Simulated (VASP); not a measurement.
# GeW (Fm-3m) in VASP: a series of runs

Aim: see how the results for GeW move with the level of theory and the settings. Levels: r2SCAN, PBE. Tasks: single point.

Program: VASP 6.6.1. These are calculated values, not measurements. Logs are shortened: lines on timing, memory, paths and dates and some standing lists are left out, and cuts for length are marked.

## 1. The cell of the first run

Symmetry: Fm-3m, No. 225, cubic system. Conventional cell: a = 5.155 Å, b = 5.155 Å, c = 5.155 Å, α = 90.00°, β = 90.00°, γ = 90.00°. Within 3.4 Å of Ge (site symmetry m-3m) lie 6 W at 2.58 Å. W (site symmetry m-3m) has 6 Ge at 2.58 Å within 3.4 Å.

## 2. Single point, r2SCAN, non-collinear spin, zero start, spin-orbit coupling

Contents of POSCAR:

```
GeW
1.0
    0.0000000000      2.5776100000      2.5776100000
    2.5776100000      0.0000000000      2.5776100000
    2.5776100000      2.5776100000      0.0000000000
Ge W
1 1
Direct
    0.5000000000      0.5000000000      0.5000000000
    0.0000000000      0.0000000000      0.0000000000
```

Contents of INCAR.step1:

```
SYSTEM = GeW
PREC = Accurate
ENCUT = 520
ISMEAR = -1
SIGMA = 0.05
LREAL = .FALSE.
LASPH = .TRUE.
NELM = 150
MAGMOM = 0 0 0 0 0 0
LSORBIT = .TRUE.
GGA_COMPAT = .FALSE.
LMAXMIX = 4
NBANDS = 40
GGA = PE
ALGO = Normal
EDIFF = 1E-4
LWAVE = .TRUE.
LCHARG = .FALSE.
```

Contents of INCAR.step2:

```
SYSTEM = GeW
PREC = Accurate
ENCUT = 520
EDIFF = 1E-6
ISMEAR = -1
SIGMA = 0.05
LREAL = .FALSE.
LASPH = .TRUE.
NELM = 150
ALGO = Normal
ISIF = 2
LWAVE = .FALSE.
LCHARG = .TRUE.
MAGMOM = 0 0 0 0 0 0
LORBIT = 11
LSORBIT = .TRUE.
GGA_COMPAT = .FALSE.
LORBMOM = .TRUE.
LMAXMIX = 4
METAGGA = R2SCAN
LMIXTAU = .TRUE.
LVHAR = .TRUE.
NBANDS = 40
ISTART = 1
```

Contents of KPOINTS:

```
regular mesh
0
G
  7 7 7
  0 0 0
```

Potentials or basis: VASP PAW PBE potentials, release 64 (Ge_d, W_sv).

On the command line:

```console
$ cat potpaw_PBE.64/Ge_d/POTCAR potpaw_PBE.64/W_sv/POTCAR > POTCAR
$ cp INCAR.step1 INCAR
$ mpirun -np 1 vasp_ncl > vasp.out
$ cp INCAR.step2 INCAR
$ mpirun -np 1 vasp_ncl > vasp.out
```

OUTCAR:

```text
SYSTEM = GeW
   PREC = Accurate
   ENCUT = 520
   EDIFF = 1E-6
   ISMEAR = -1
   LREAL = .FALSE.
   LASPH = .TRUE.
   NELM = 150
   ISIF = 2
   LORBIT = 11
   LSORBIT = .TRUE.
   METAGGA = R2SCAN
   ISTART = 1

 ion  position               nearest neighbor table
   1  0.500  0.500  0.500-   2 2.58   2 2.58   2 2.58   2 2.58   2 2.58   2 2.58
   2  0.000  0.000  0.000-   1 2.58   1 2.58   1 2.58   1 2.58   1 2.58   1 2.58

  LATTYP: Found a face centered cubic cell.
 ALAT       =     5.1552200000

  Lattice vectors:

 A1 = (   0.0000000000,   2.5776100000,   2.5776100000)
 A2 = (   2.5776100000,   0.0000000000,   2.5776100000)
 A3 = (   2.5776100000,   2.5776100000,   0.0000000000)

Analysis of symmetry for initial positions (statically):
=====================================================================
 Subroutine PRICEL returns:
 Original cell was already a primitive cell.

 Routine SETGRP: Setting up the symmetry group for a
 face centered cubic supercell.

 Subroutine GETGRP returns: Found 48 space group operations
 (whereof 48 operations were pure point group operations)
 out of a pool of 48 trial point group operations.

The static configuration has the point symmetry O_h .

Analysis of symmetry for dynamics (positions and initial velocities):
=====================================================================
 Subroutine PRICEL returns:
 Original cell was already a primitive cell.

 Routine SETGRP: Setting up the symmetry group for a
 face centered cubic supercell.

 Subroutine GETGRP returns: Found 48 space group operations
 (whereof 48 operations were pure point group operations)
 out of a pool of 48 trial point group operations.

The dynamic configuration has the point symmetry O_h .

Analysis of structural, dynamic, and magnetic symmetry:
=====================================================================
 Subroutine PRICEL returns:
 Original cell was already a primitive cell.

 Routine SETGRP: Setting up the symmetry group for a
 face centered cubic supercell.

 Subroutine GETGRP returns: Found 48 space group operations
 (whereof 48 operations were pure point group operations)
 out of a pool of 48 trial point group operations.

The overall configuration has the point symmetry O_h .

 Subroutine INISYM returns: Found 48 space group operations
 (whereof 48 operations are pure point group operations),
 and found     1 'primitive' translations

----------------------------------------------------------------------------------------

                                     Primitive cell

  volume of cell :      34.2517

  direct lattice vectors                    reciprocal lattice vectors
     0.000000000  2.577610000  2.577610000    -0.193978143  0.193978143  0.193978143
     2.577610000  0.000000000  2.577610000     0.193978143 -0.193978143  0.193978143
     2.577610000  2.577610000  0.000000000     0.193978143  0.193978143 -0.193978143

  length of vectors
     3.645291021  3.645291021  3.645291021     0.335979998  0.335979998  0.335979998

  position of ions in fractional coordinates (direct lattice)
     0.500000000  0.500000000  0.500000000
     0.000000000  0.000000000  0.000000000

  ion indices of the primitive-cell ions
   primitive index   ion index
                 1           1
                 2           2

----------------------------------------------------------------------------------------

 KPOINTS: regular mesh

Automatic generation of k-mesh.
 Grid dimensions read from file:
 generate k-points for:    7    7    7

 Generating k-lattice:

  Cartesian coordinates                     Fractional coordinates (reciprocal lattice)
    -0.027711163  0.027711163  0.027711163     0.142857143  0.000000000  0.000000000
     0.027711163 -0.027711163  0.027711163     0.000000000  0.142857143  0.000000000
     0.027711163  0.027711163 -0.027711163     0.000000000  0.000000000  0.142857143

  Length of vectors
     0.047997143  0.047997143  0.047997143

  Shift w.r.t. Gamma in fractional coordinates (k-lattice)
     0.000000000  0.000000000  0.000000000

[... 84 lines left out ...]

 Free energy of the ion-electron system (eV)
  ---------------------------------------------------
  ext. energy  EPLUGINS =         0.00000000
  ---------------------------------------------------
  free energy    TOTEN  =       -64.15963669 eV

  energy without entropy =      -64.13891432  energy(sigma->0) =      -64.14927551

 E-fermi :   9.0105     XC(G=0): -13.5345

 val. band max:        9.0044494741   @ k =  -0.2857   0.4286   0.1429
 cond. band min:       9.0236707947   @ k =  -0.2857   0.2857   0.0000
 fundamental gap:      0.0192213206
 Fermi energy:         9.0105067281

 k-point     1 :       0.0000    0.0000    0.0000
  band No.  band energies     occupation
      1     -67.4759      1.00000
      2     -67.4759      1.00000
      3     -36.9583      1.00000
      4     -36.9583      1.00000
      5     -28.2269      1.00000
      6     -28.2269      1.00000
[... 849 lines left out ...]
     39      20.5874      0.00000
     40      20.5874      0.00000

------------------------ aborting loop because EDIFF is reached ----------------------------------------

  FORCE on cell =-STRESS in cart. coord.  units (eV):
  Direction    XX          YY          ZZ          XY          YZ          ZX
  --------------------------------------------------------------------------------------
  -------------------------------------------------------------------------------------
  Total       -0.5742192     -0.5742192     -0.5742192     -0.0000000      0.0000000     -0.0000000
  in kB      -26.8600410    -26.8600410    -26.8600410     -0.0000000      0.0000000     -0.0000000
  external PRESSURE =     -26.8600410 kB  Pullay stress =       0.0000000 kB

 VOLUME and BASIS-vectors are now :
 -----------------------------------------------------------------------------
  energy-cutoff  :      520.00
  volume of cell :       34.25
      direct lattice vectors                 reciprocal lattice vectors
     0.000000000  2.577610000  2.577610000    -0.193978143  0.193978143  0.193978143
     2.577610000  0.000000000  2.577610000     0.193978143 -0.193978143  0.193978143
     2.577610000  2.577610000  0.000000000     0.193978143  0.193978143 -0.193978143

 POSITION                                       TOTAL-FORCE (eV/Angst)
 -----------------------------------------------------------------------------------
      2.57761      2.57761      2.57761         0.000000      0.000000      0.000000
      0.00000      0.00000      0.00000        -0.000000     -0.000000     -0.000000
 -----------------------------------------------------------------------------------
    total drift:                                0.000000      0.000000      0.000000

  FREE ENERGIE OF THE ION-ELECTRON SYSTEM (eV)
  ---------------------------------------------------
  free  energy   TOTEN  =       -64.1596366940 eV

  energy  without entropy=      -64.1389143204  energy(sigma->0) =      -64.14927551

 orbital moment (x)

 # of ion     p       d       tot
 ----------------------------------------
  1         0.000   0.000   0.000
  2         0.000   0.000   0.000
 ----------------------------------------
            0.000   0.000   0.000

 orbital moment (y)

 # of ion     p       d       tot
 ----------------------------------------
  1         0.000   0.000   0.000
  2         0.000  -0.000  -0.000
 ----------------------------------------
            0.000  -0.000  -0.000

 orbital moment (z)

 # of ion     p       d       tot
 ----------------------------------------
  1         0.000   0.000   0.000
  2         0.000   0.000   0.000
 ----------------------------------------
            0.000   0.000   0.000

 Spin-Orbit-Coupling matrix elements

 Ion:    1  E_soc:     -0.0228659
 l=   1
     0.0000000    -0.0029757    -0.0029757
    -0.0029757     0.0000000    -0.0029757
    -0.0029757    -0.0029757     0.0000000
 l=   2
     0.0000000    -0.0001773     0.0000000    -0.0001773    -0.0006580
    -0.0001773     0.0000000    -0.0004935    -0.0001773    -0.0001645
     0.0000000    -0.0004935     0.0000000    -0.0004935     0.0000000
    -0.0001773    -0.0001773    -0.0004935     0.0000000    -0.0001645
    -0.0006580    -0.0001645     0.0000000    -0.0001645     0.0000000
 l=   3
     0.0000000     0.0000000     0.0000000     0.0000000     0.0000000     0.0000000     0.0000000
     0.0000000     0.0000000     0.0000000     0.0000000     0.0000000     0.0000000     0.0000000
     0.0000000     0.0000000     0.0000000     0.0000000     0.0000000     0.0000000     0.0000000
     0.0000000     0.0000000     0.0000000     0.0000000     0.0000000     0.0000000     0.0000000
     0.0000000     0.0000000     0.0000000     0.0000000     0.0000000     0.0000000     0.0000000
     0.0000000     0.0000000     0.0000000     0.0000000     0.0000000     0.0000000     0.0000000
     0.0000000     0.0000000     0.0000000     0.0000000     0.0000000     0.0000000     0.0000000

 Ion:    2  E_soc:     -1.5453591
 l=   1
     0.0000000    -0.2211444    -0.2211444
    -0.2211444     0.0000000    -0.2211444
    -0.2211444    -0.2211444     0.0000000
 l=   2
     0.0000000    -0.0079730     0.0000000    -0.0079730    -0.0284424
    -0.0079730     0.0000000    -0.0213318    -0.0079730    -0.0071106
     0.0000000    -0.0213318     0.0000000    -0.0213318     0.0000000
    -0.0079730    -0.0079730    -0.0213318     0.0000000    -0.0071106
    -0.0284424    -0.0071106     0.0000000    -0.0071106     0.0000000
 l=   3
     0.0000000     0.0000000     0.0000000     0.0000000     0.0000000     0.0000000     0.0000000
     0.0000000     0.0000000     0.0000000     0.0000000     0.0000000     0.0000000     0.0000000
     0.0000000     0.0000000     0.0000000     0.0000000     0.0000000     0.0000000     0.0000000
     0.0000000     0.0000000     0.0000000     0.0000000     0.0000000     0.0000000     0.0000000
     0.0000000     0.0000000     0.0000000     0.0000000     0.0000000     0.0000000     0.0000000
     0.0000000     0.0000000     0.0000000     0.0000000     0.0000000     0.0000000     0.0000000
     0.0000000     0.0000000     0.0000000     0.0000000     0.0000000     0.0000000     0.0000000

 total charge

# of ion       s       p       d       tot
------------------------------------------
    1        1.103   1.453  10.093  12.649
    2        2.293   6.199   3.428  11.920
--------------------------------------------------
tot          3.396   7.653  13.520  24.569

 magnetization (x)

# of ion       s       p       d       tot
------------------------------------------
    1       -0.000   0.000   0.000  -0.000
    2       -0.000  -0.000  -0.000  -0.000
--------------------------------------------------
tot         -0.000   0.000  -0.000  -0.000

 magnetization (y)

# of ion       s       p       d       tot
------------------------------------------
    1        0.000   0.000   0.000   0.000
    2       -0.000  -0.000   0.000   0.000
--------------------------------------------------
tot         -0.000  -0.000   0.000   0.000

 magnetization (z)

# of ion       s       p       d       tot
------------------------------------------
    1        0.000   0.000   0.000   0.000
    2       -0.000   0.000   0.000   0.000
--------------------------------------------------
tot          0.000   0.000   0.000   0.000
```

It took 4.1 min on 1 thread of Intel Xeon Platinum 8375C at 2.90GHz (Ice Lake), shared host; peak memory 0.3 GiB.

What came out:

```
Free energy                                           : -64.1596 eV
Pressure                                              : -2.7 GPa
Net moment                                            : 0.00 μB per cell
Valence electrons inside the program's atomic spheres : Ge 12.65; W 11.92
```

Moments on the atoms (μB; x, y, z):
```
Ge  0.00 0.00 0.00
W   0.00 0.00 0.00
```

Caveat: the PAW data sets were made with another functional, which shifts forces and pressure a little.

## 3. Single point, PBE

Contents of INCAR:

```
PREC = Accurate ; ENCUT = 520
EDIFF = 1E-6 ; ISMEAR = -1
SIGMA = 0.04 ; LREAL = False
LASPH = True ; NELM = 60
ALGO = Normal ; ISIF = 2
LWAVE = False ; LCHARG = True
GGA = PE ; LELF = True
LVHAR = True ; NBANDS = 21
```

Contents of KPOINTS:

```
Automatic mesh
0
Gamma
  5 5 5
```

POSCAR is that of step 2.

Potentials or basis: VASP PAW PBE potentials, release 64 (Ge_d, W_sv).

On the command line:

```console
$ cat potpaw_PBE.64/Ge_d/POTCAR potpaw_PBE.64/W_sv/POTCAR > POTCAR
$ mpirun -np 1 vasp_std > vasp.out
```

Run time: 5.2 s. Hardware: 1 thread of Intel Xeon 6975P-C (Granite Rapids), shared host; peak memory 0.16 GiB.

Results (log left out):

```
Free energy            : -15.6669 eV
Pressure               : 0.7 GPa
Band gap on the k mesh : zero (bands 14 and 15 overlap by 1.22 eV)
```

Levels at points of the mesh, in eV from the Fermi level:
```tsv
k point	band 12	band 13	band 14	band 15	band 16	band 17
(0.00, 0.00, 0.00)	-1.85	-1.85	-1.11	-1.11	2.17	2.17
```

Caveat: the k points lie up to 0.42 Å⁻¹ apart, too coarse for converged energies and pressures of a metal; spin-orbit coupling is left out, which moves the levels of the heavy elements.

The gap in the log of VASP goes by the Fermi energy; the results here count the filled bands.